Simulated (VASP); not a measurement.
Wanted: the native input for a VASP 6.6.1 run.

```
Task                   : single point
Functional             : PBE
Potentials or basis    : VASP PAW PBE potentials, release 64 (Yb, P, Os)
Cutoff                 : 600 eV
k mesh                 : 4 × 4 × 4
Occupations            : gaussian, width 0.1 eV
Spin                   : no spin polarisation
Dipole correction      : no
Further INCAR settings : ALGO = Normal; EDIFF = 1e-06; NBANDS = 53
```

The structure of Yb2P6Os lies in POSCAR:

```
Yb2P6Os
1.0
    0.0000000000      4.4345300600      4.4345300600
    4.4345300600      0.0000000000      4.4345300600
    4.4345300600      4.4345300600      0.0000000000
Yb P Os
2 6 1
Direct
    0.2500000000      0.2500000000      0.2500000000
    0.7500000000      0.7500000000      0.7500000000
    0.7491003300      0.2508996700      0.7491003300
    0.2508996700      0.2508996700      0.7491003300
    0.7491003300      0.7491003300      0.2508996700
    0.2508996700      0.7491003300      0.2508996700
    0.2508996700      0.7491003300      0.7491003300
    0.7491003300      0.2508996700      0.2508996700
    0.0000000000      0.0000000000      0.0000000000
```

The cell was built from a structure type or drawn by symmetry, and may not be a known phase.

One way to write it, as run:

INCAR

```
ALGO     = Normal         # electronic algorithm
EDIFF    = 1E-6           # SCF threshold, eV
ENCUT    = 600            # plane-wave cutoff, eV
GGA      = PE             # functional
GGA_COMPAT= F            
ISIF     = 2              # what is computed and relaxed
ISMEAR   = 0              # smearing method
LASPH    = T              # aspherical terms in the spheres
LCHARG   = F              # write CHGCAR
LMAXMIX  = 6              # l up to which the mixer works
LREAL    = F              # projectors in reciprocal space
LWAVE    = F              # write WAVECAR
NBANDS   = 53             # bands
NELM     = 200            # most SCF steps
PREC     = Accurate       # precision mode
SIGMA    = 0.1            # smearing width, eV
```

KPOINTS

```
k-points
0
Gamma
  4 4 4
```

Potentials or basis: VASP PAW PBE potentials, release 64 (Yb, P, Os).

Launch:

```sh
$ cat potpaw_PBE.64/Yb/POTCAR potpaw_PBE.64/P/POTCAR potpaw_PBE.64/Os/POTCAR > POTCAR
$ mpirun -np 1 vasp_std > vasp.out
```

Results of the run:

```json
{
  "Pressure": "5.6 GPa",
  "Largest force": "3.344 eV/Å",
  "Band gap on the k mesh": "zero (bands 43 and 44 overlap by 0.68 eV)"
}
```

Caveat: the cell stands under pressure; spin-orbit coupling is left out, which moves the levels of the heavy elements; forces of over 1 eV/Å act on the atoms, so gaps and moduli don't describe the material at rest.

It took 7.1 min on 1 thread of Intel(R) Xeon(R) 6975P-C (Granite Rapids), with other jobs on the host, peak memory 0.42 GiB.
